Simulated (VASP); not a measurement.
Set up this calculation in VASP 6.6.1, as the native input.

```
Task                   : single point
Functional             : PBE
Potentials or basis    : VASP PAW PBE potentials, release 64 (Co, O)
Cutoff                 : 520 eV
k mesh                 : 16 × 16 × 16
Occupations            : gaussian, width 0.1 eV
Spin                   : collinear spin, ferromagnetic start
Starting moments       : [4.5, 0.0] μB
Dipole correction      : no
Further INCAR settings : ALGO = Normal; EDIFF = 1e-07; NBANDS = 18
```

The structure of CoO lies in POSCAR:

```
CoO
1.0
    2.6161540064      0.0000000000      0.0000000000
    0.0000000000      2.6161540064      0.0000000000
    0.0000000000      0.0000000000      2.6161540064
Co O
1 1
Direct
    0.0000000000      0.0000000000      0.0000000000
    0.5000000000      0.5000000000      0.5000000000
```

The input as run:

INCAR

```
PREC = Accurate
ENCUT = 520
EDIFF = 1E-7
ISMEAR = 0
SIGMA = 0.1
LREAL = F
LASPH = T
NELM = 150
ALGO = Normal
ISIF = 2
LWAVE = F
LCHARG = F
ISPIN = 2
MAGMOM = 4.5 0
LORBIT = 11
LMAXMIX = 4
GGA = PE
NBANDS = 18
```

KPOINTS

```
Automatic mesh
0
Gamma
  16 16 16
```

Potentials or basis: VASP PAW PBE potentials, release 64 (Co, O).

The run is started by

```console
$ cat potpaw_PBE.64/Co/POTCAR potpaw_PBE.64/O/POTCAR > POTCAR
$ mpirun -np 1 vasp_std > vasp.out
```

It gave:

```
Pressure                                              : -0.5 GPa
Band gap on the k mesh                                : zero (filled and empty bands overlap)
Net moment                                            : 3.00 μB per cell
Site moments                                          : Co +2.50; O +0.44 μB
Valence electrons inside the program's atomic spheres : Co 7.80; O 4.93
```

Caveat: a cell with one magnetic atom can't hold antiferromagnetic order, which such compounds often take; semilocal functionals often make such compounds metallic where correlation or magnetic order opens a gap, which also shifts bond lengths.

Run time: 54 s on 1 thread of Intel(R) Xeon(R) 6975P-C (Granite Rapids), with other jobs on the host, peak memory 0.2 GiB.
